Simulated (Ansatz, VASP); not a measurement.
Ta2AsN: VASP beside Ansatz

```xyz
4
Lattice="3.0992 0.0000 0.0000 -1.5496 2.6840 0.0000 0.0000 0.0000 6.7043" Properties=species:S:1:pos:R:3 pbc="T T T"
Ta    1.5496    0.8947    4.7791
Ta    1.5496    0.8947    1.9252
As    0.0000    0.0000    0.0000
N     0.0000    1.7893    3.3521
```

Alike in both runs: task relaxation of cell and atoms; functional PBE; k mesh 15 × 15 × 6; occupations fermi-dirac, width 0.15 eV; no spin polarisation.

|  | VASP | Ansatz |
| --- | --- | --- |
| version | VASP 6.6.1 | Ansatz 0.2.0 |
| potentials or method | VASP PAW PBE potentials, release 64 (Ta_pv, As, N), cutoff 600 eV | scalar-relativistic, plane waves, PAW |
| valence electrons in the cell | 32 | 46 |

VASP gave:

```
gap on the k mesh at the Fermi level, each at its own relaxed structure (eV) : none
relaxed volume (Å³/atom)                                                     : 13.98
relaxed cell length with the largest relative difference (Å)                 : 6.715
```

Task: Estimate Ansatz's values.

Result: gap on the k mesh at the Fermi level, each at its own relaxed structure (eV): none; relaxed volume (Å³/atom): 13.95; relaxed cell length with the largest relative difference (Å): 6.708.

A gap of «none» marks a metal or a gap that the smearing closes. VASP's potentials hold 32 valence electrons a cell and Ansatz's 46, so a difference there can come from the potentials and not from the codes.

Spin-orbit coupling is off throughout.
